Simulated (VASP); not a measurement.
# Ni (P6_3/mmc) in VASP: a series of runs

Runs on Ni. Level: PBE. Tasks: single point, relaxation of cell and atoms.

Everything below comes from runs of VASP 6.6.1. Logs are shortened: lines on timing, memory, paths and dates and some standing lists are left out, and cuts for length are marked.

## Step 1: The cell of the first run

The structure is hexagonal, space group P6_3/mmc (No. 194). The conventional cell has a = 2.419 Å, b = 2.419 Å, c = 7.921 Å, α = 90.00°, β = 90.00°, γ = 120.00°. Within 3.2 Å of Ni (site symmetry -3m) lie 12 Ni at 2.42 Å. Ni (site symmetry -6m2) has 12 Ni at 2.42 Å within 3.2 Å.

This isn't the form of Ni at room conditions, which is fcc.

## Step 2: Single point, PBE, collinear spin, ferromagnetic start (10.04 Å³/atom)

INCAR reads:

```
ALGO = Normal ; EDIFF = 1E-6
ENCUT = 520 ; GGA = PE
ISIF = 2 ; ISMEAR = -1
ISPIN = 2 ; LASPH = True
LCHARG = False ; LMAXMIX = 4
LORBIT = 11 ; LREAL = False
LWAVE = False ; MAGMOM = 0.68 0.68 0.691 0.691
NBANDS = 32 ; NELM = 150
PREC = Accurate ; SIGMA = 0.05
```

KPOINTS reads:

```
k-points
0
Gamma
  19 19 5
```

POSCAR reads:

```
Ni
1.0
    2.4192576693      0.0000000000      0.0000000000
   -1.2096288347      2.0951386000      0.0000000000
    0.0000000000      0.0000000000      7.9210870842
Ni
4
Direct
    1.0000000000      1.0000000000      0.0000000000
    1.0000000000      1.0000000000      0.5000000000
    0.3333333333      0.6666666667      0.2500000000
    0.6666666667      0.3333333333      0.7500000000
```

Potentials or basis: VASP PAW PBE potentials, release 64 (Ni).

The run is started by

```sh
$ cat potpaw_PBE.64/Ni/POTCAR > POTCAR
$ mpirun -np 1 vasp_std > vasp.out
```

OUTCAR:

```text
EDIFF = 1E-6
   ENCUT = 520
   GGA = PE
   ISIF = 2
   ISMEAR = -1
   ISPIN = 2
   LASPH = True
   LORBIT = 11
   LREAL = False
   NELM = 150
   PREC = Accurate

 ion  position               nearest neighbor table
   1  0.000  0.000  0.000-   3 2.42   4 2.42   4 2.42   3 2.42   4 2.42   3 2.42
   2  0.000  0.000  0.500-   3 2.42   4 2.42   4 2.42   3 2.42   4 2.42   3 2.42
   3  0.333  0.667  0.250-   1 2.42   2 2.42   1 2.42   2 2.42   1 2.42   2 2.42
   4  0.667  0.333  0.750-   1 2.42   2 2.42   1 2.42   2 2.42   1 2.42   2 2.42

  LATTYP: Found a hexagonal cell.
 ALAT       =     2.4192576693
 C/A-ratio  =     3.2741808302

  Lattice vectors:

 A1 = (   2.4192576693,   0.0000000000,   0.0000000000)
 A2 = (  -1.2096288347,   2.0951386000,   0.0000000000)
 A3 = (   0.0000000000,   0.0000000000,   7.9210870842)

Analysis of symmetry for initial positions (statically):
=====================================================================
 Subroutine PRICEL returns:
 Original cell was already a primitive cell.

 Routine SETGRP: Setting up the symmetry group for a
 hexagonal supercell.

 Subroutine GETGRP returns: Found 24 space group operations
 (whereof 12 operations were pure point group operations)
 out of a pool of 24 trial point group operations.

The static configuration has the point symmetry D_3d.
 The point group associated with its full space group is D_6h.

Analysis of symmetry for dynamics (positions and initial velocities):
=====================================================================
 Subroutine PRICEL returns:
 Original cell was already a primitive cell.

 Routine SETGRP: Setting up the symmetry group for a
 hexagonal supercell.

 Subroutine GETGRP returns: Found 24 space group operations
 (whereof 12 operations were pure point group operations)
 out of a pool of 24 trial point group operations.

The dynamic configuration has the point symmetry D_3d.
 The point group associated with its full space group is D_6h.

Analysis of structural, dynamic, and magnetic symmetry:
=====================================================================
 Subroutine PRICEL returns:
 Original cell was already a primitive cell.

 Routine SETGRP: Setting up the symmetry group for a
 hexagonal supercell.

 Subroutine GETGRP returns: Found 24 space group operations
 (whereof 12 operations were pure point group operations)
 out of a pool of 24 trial point group operations.

The overall configuration has the point symmetry D_3d.
 The point group associated with its full space group is D_6h.

 Subroutine INISYM returns: Found 24 space group operations
 (whereof 12 operations are pure point group operations),
 and found     1 'primitive' translations

----------------------------------------------------------------------------------------

                                     Primitive cell

  volume of cell :      40.1495

  direct lattice vectors                    reciprocal lattice vectors
     2.419257669  0.000000000  0.000000000     0.413349935  0.238647696  0.000000000
    -1.209628835  2.095138600  0.000000000     0.000000000  0.477295392  0.000000000
     0.000000000  0.000000000  7.921087084     0.000000000  0.000000000  0.126245298

  length of vectors
     2.419257669  2.419257669  7.921087084     0.477295392  0.477295392  0.126245298

  position of ions in fractional coordinates (direct lattice)
     0.000000000  0.000000000  0.000000000
     0.000000000  0.000000000  0.500000000
     0.333333333  0.666666667  0.250000000
     0.666666667  0.333333333  0.750000000

  ion indices of the primitive-cell ions
   primitive index   ion index
                 1           1
                 2           2
                 3           3
                 4           4

----------------------------------------------------------------------------------------

 KPOINTS: k-points

Automatic generation of k-mesh.
 Grid dimensions read from file:
 generate k-points for:   19   19    5

 Generating k-lattice:

  Cartesian coordinates                     Fractional coordinates (reciprocal lattice)
     0.021755260  0.012560405  0.000000000     0.052631579  0.000000000  0.000000000
     0.000000000  0.025120810  0.000000000     0.000000000  0.052631579  0.000000000
     0.000000000  0.000000000  0.025249060     0.000000000  0.000000000  0.200000000

  Length of vectors
     0.025120810  0.025120810  0.025249060

  Shift w.r.t. Gamma in fractional coordinates (k-lattice)
     0.000000000  0.000000000  0.000000000

 Subroutine IBZKPT returns following result:
 ===========================================

 Found    120 irreducible k-points:

 Following reciprocal coordinates:
            Coordinates               Weight
  0.000000  0.000000  0.000000      1.000000
  0.052632 -0.000000  0.000000      6.000000
  0.105263 -0.000000  0.000000      6.000000
  0.157895 -0.000000  0.000000      6.000000
  0.210526 -0.000000  0.000000      6.000000
  0.263158  0.000000  0.000000      6.000000
[... 16 lines left out ...]
  0.263158  0.105263  0.000000     12.000000
  0.315789  0.105263  0.000000     12.000000
 [... further k-points ...]
   k-points           NKPTS =    120   k-points in BZ     NKDIM =    120   number of bands    NBANDS=     32
   number of dos      NEDOS =    301   number of ions     NIONS =      4
   total plane-waves  NPLWV =  19440
   dimension x,y,z NGX =    18 NGY =   18 NGZ =   60
   dimension x,y,z NGXF=    36 NGYF=   36 NGZF=  120
   ions per type =               4
   NGX,Y,Z   is equivalent  to a cutoff of  12.37, 12.37, 12.59 a.u.
   NGXF,Y,Z  is equivalent  to a cutoff of  24.74, 24.74, 25.19 a.u.
 SYSTEM =  unknown system
   PREC   = accura    normal or accurate (medium, high low for compatibility)
   ISTART =      0    job   : 0-new  1-cont  2-samecut
   ICHARG =      2    charge: 1-file 2-atom 10-const
   ISPIN  =      2    spin polarized calculation?
   LNONCOLLINEAR =      F non collinear calculations
   LSORBIT =      F    spin-orbit coupling
   LASPH  =      T    aspherical Exc in radial PAW
   ENCUT  =  520.0 eV  38.22 Ry    6.18 a.u.   4.50  4.50 14.73*2*pi/ulx,y,z
   NELM   =    150;   NELMIN=  2; NELMDL= -5     # of ELM steps
   EDIFF  = 0.1E-05   stopping-criterion for ELM
   LREAL  =      F    real-space projection
   EDIFFG = 0.1E-04   stopping-criterion for IOM
   NSW    =      0    number of steps for IOM
   IBRION =     -1    ionic relax: 0-MD 1-quasi-New 2-CG
   NFREE  =      0    steps in history (QN), initial steepest desc. (CG)
   ISIF   =      2    stress and relaxation
   ISYM   =      2    0-nonsym 1-usesym 2-fastsym
   POTIM  = 0.5000    time-step for ionic-motion
   TEBEG  =    0.0;   TEEND  =   0.0 temperature during run
   PSTRESS=    0.0 pullay stress
   NELECT =      40.0000    total number of electrons
   NUPDOWN=      -1.0000    fix difference up-down
   EMIN   =  10.00;   EMAX   =-10.00  energy-range for DOS
   EFERMI =   0.00;   METHOD = LEGACY
   ISMEAR =    -1;   SIGMA  =   0.05  broadening in eV -4-tet -1-fermi 0-gaus
   EFERMI_NEDOS =   21; number of points for ismear=-14 and -15
   IALGO  =     38    algorithm
   IMIX   =      4    mixing-type and parameters
     AMIX     =   0.40;   BMIX     =  1.00
     AMIX_MAG =   1.60;   BMIX_MAG =  1.00
  volume/ion in A,a.u.               =      10.04        67.74
  Fermi-wavevector in a.u.,A,eV,Ry     =   1.635065  3.089824 36.374312  2.673437
  Thomas-Fermi vector in A             =   2.726600
   LORBIT       =     11    0 simple, 1 ext, 2 COOP (PROOUT), +10 PAW based schemes
   GGA     = PE    functional components
   LHFCALC =     F    Hartree Fock is set to
   AEXX    =    0.0000 exact exchange contribution
   IVDW    =     0    specifies the selected vdW correction
   LEPSILON=     F    determine dielectric tensor
   LRPA    =     F    only Hartree local field effects (RPA)
 spin polarized calculation
  energy-cutoff  :      520.00
  volume of cell :       40.15
 maximum number of plane-waves:      1105
 NGX is ok and might be reduce to    18
   NGX =  9   NGY =  9   NGZ = 29

 number of electron      39.9999945 magnetization       2.3953784

 Free energy of the ion-electron system (eV)
  ---------------------------------------------------
  ext. energy  EPLUGINS =         0.00000000
  ---------------------------------------------------
  free energy    TOTEN  =       -21.66561721 eV

  energy without entropy =      -21.60876055  energy(sigma->0) =      -21.63718888

 E-fermi :  10.5737     XC(G=0): -13.7373

 val. band max:       10.5735239941   @ k =   0.1053   0.1053   0.0000
 cond. band min:      10.5749430707   @ k =   0.3684  -0.0000   0.2000
 fundamental gap:      0.0014190766
 Fermi energy:        10.5737354806

 spin component 1

 k-point     1 :       0.0000    0.0000    0.0000
  band No.  band energies     occupation
      1       0.9809      1.00000
      2       3.3211      1.00000
      3       3.3263      1.00000
      4       5.2836      1.00000
      5       7.5487      1.00000
      6       7.6178      1.00000
[... 829 lines left out ...]
     31      27.2093      0.00000
     32      27.3524      0.00000

 [... further k-points ...]

 spin component 2

 k-point     1 :       0.0000    0.0000    0.0000
  band No.  band energies     occupation
      1       0.9536      1.00000
      2       3.3264      1.00000
      3       3.3268      1.00000
      4       5.6839      1.00000
      5       8.1777      1.00000
      6       8.1863      1.00000
[... 829 lines left out ...]
     31      27.3170      0.00000
     32      27.4703      0.00000

 [... further k-points ...]

------------------------ aborting loop because EDIFF is reached ----------------------------------------

  FORCE on cell =-STRESS in cart. coord.  units (eV):
  Direction    XX          YY          ZZ          XY          YZ          ZX
  --------------------------------------------------------------------------------------
  -------------------------------------------------------------------------------------
  Total        4.9155041      4.9155041      5.0085583     -0.0000000     -0.0000000      0.0000000
  in kB      196.1548131    196.1548131    199.8681752     -0.0000000     -0.0000000      0.0000000
  external PRESSURE =     197.3926005 kB  Pullay stress =       0.0000000 kB

 VOLUME and BASIS-vectors are now :
 -----------------------------------------------------------------------------
  energy-cutoff  :      520.00
  volume of cell :       40.15
      direct lattice vectors                 reciprocal lattice vectors
     2.419257669  0.000000000  0.000000000     0.413349935  0.238647696  0.000000000
    -1.209628835  2.095138600  0.000000000     0.000000000  0.477295392  0.000000000
     0.000000000  0.000000000  7.921087084     0.000000000  0.000000000  0.126245298

 POSITION                                       TOTAL-FORCE (eV/Angst)
 -----------------------------------------------------------------------------------
      0.00000      0.00000      0.00000        -0.000000      0.000000      0.000000
      0.00000      0.00000      3.96054         0.000000      0.000000      0.000000
     -0.00000      1.39676      1.98027         0.000000     -0.000000      0.000000
      1.20963      0.69838      5.94082        -0.000000      0.000000     -0.000000
 -----------------------------------------------------------------------------------
    total drift:                                0.000000     -0.000000      0.000000

  FREE ENERGIE OF THE ION-ELECTRON SYSTEM (eV)
  ---------------------------------------------------
  free  energy   TOTEN  =       -21.6656172062 eV

  energy  without entropy=      -21.6087605495  energy(sigma->0) =      -21.63718888

 total charge

# of ion       s       p       d       tot
------------------------------------------
    1        0.533   0.572   8.361   9.466
    2        0.533   0.572   8.361   9.466
    3        0.533   0.575   8.358   9.466
    4        0.533   0.575   8.358   9.466
--------------------------------------------------
tot          2.133   2.294  33.438  37.865

 magnetization (x)

# of ion       s       p       d       tot
------------------------------------------
    1       -0.006  -0.026   0.628   0.597
    2       -0.006  -0.026   0.628   0.597
    3       -0.006  -0.026   0.642   0.610
    4       -0.006  -0.026   0.642   0.610
--------------------------------------------------
tot         -0.024  -0.103   2.540   2.413
```

Wall time 2.6 min (1 thread of Intel Xeon 6975P-C (Granite Rapids), shared host); peak memory 0.31 GiB.

What came out:

```
Free energy                                           : -21.6656 eV
Pressure                                              : 19.7 GPa
Net moment                                            : 2.40 μB per cell
Site moments                                          : Ni +0.60, +0.61 (each value once) μB
Valence electrons inside the program's atomic spheres : Ni 9.47
```

Caveat: the cell stands under pressure.

[end of part 1 of 2]
